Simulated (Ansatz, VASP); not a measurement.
# BN: VASP beside Ansatz

Contents of INCAR:

```
SYSTEM = BN
PREC = Accurate ; ENCUT = 520
EDIFF = 1E-8 ; ISMEAR = -1
SIGMA = 0.03 ; LREAL = .False.
LASPH = .True. ; NELM = 120
ALGO = Normal ; ISIF = 2
LWAVE = .False. ; LCHARG = .False.
GGA = PE ; LEFG = .True.
NBANDS = 11 ; GGA_COMPAT = .False.
```

File KPOINTS:

```
Automatic mesh
0
Gamma
  16 16 16
  0 0 0
```

The input POSCAR:

```
BN
1.0
   -0.0181235317      1.8032914061      1.8032914061
    1.8032914061     -0.0181235317      1.8032914061
    1.8032914061      1.8032914061     -0.0181235317
B N
1 1
Direct
    0.0000000000      0.0000000000      0.0000000000
    0.2500000000      0.2500000000      0.2500000000
```

Input for Ansatz:

```yaml
crystal:
  lattice:
    - [-0.0181235317, 1.8032914061, 1.8032914061]
    - [1.8032914061, -0.0181235317, 1.8032914061]
    - [1.8032914061, 1.8032914061, -0.0181235317]
  atoms:
    - { symbol: B, position: [0.0, 0.0, 0.0] }
    - { symbol: "N", position: [0.25, 0.25, 0.25] }
kpoints:
  mp_grid: { grid: [16, 16, 16] }
scf:
  occupations: { method: fermi_dirac, width: 0.03 }
hamiltonian:
  xc: pbe
  pseudopotentials: { kind: all_electron, datasets: crystal }
output:
  forces: true
  stress: true
  eigenvalues: true
  efg: { contact_densities: true }
```

Change from the starting cell: equal xy, yz and zx shear strains of -1 %, crystal datasets.

Alike in both runs: task electric field gradients; functional PBE; k mesh 16 × 16 × 16; occupations fermi-dirac, width 0.03 eV; no spin polarisation.

|  | VASP | Ansatz |
| --- | --- | --- |
| version | VASP 6.6.1 | Ansatz 0.2.0 |
| potentials or method | VASP PAW PBE potentials, release 64 (B, N), cutoff 520 eV | all-electron PAW with datasets made for the crystal, scalar-relativistic |

Ansatz gave:

- gap on the k mesh at the Fermi level (eV): 4.42
- pressure (GPa): 0.1
- traceless stress, the component that is largest in VASP (GPa): 4.48
- rms of the force components (eV/Å): 0.020
- size of Vzz on the site where it differs most (V/Å²): 3.1

Problem. Estimate VASP's values.

Solution. gap on the k mesh at the Fermi level (eV): 4.41; pressure (GPa): 0.4; traceless stress, the component that is largest in VASP (GPa): 4.50; rms of the force components (eV/Å): 0.022; size of Vzz on the site where it differs most (V/Å²): 3.3.

Atom by atom the forces differ by 0.002 eV/Å (rms over components). Ansatz ran all-electron here, and VASP with PAW potentials.
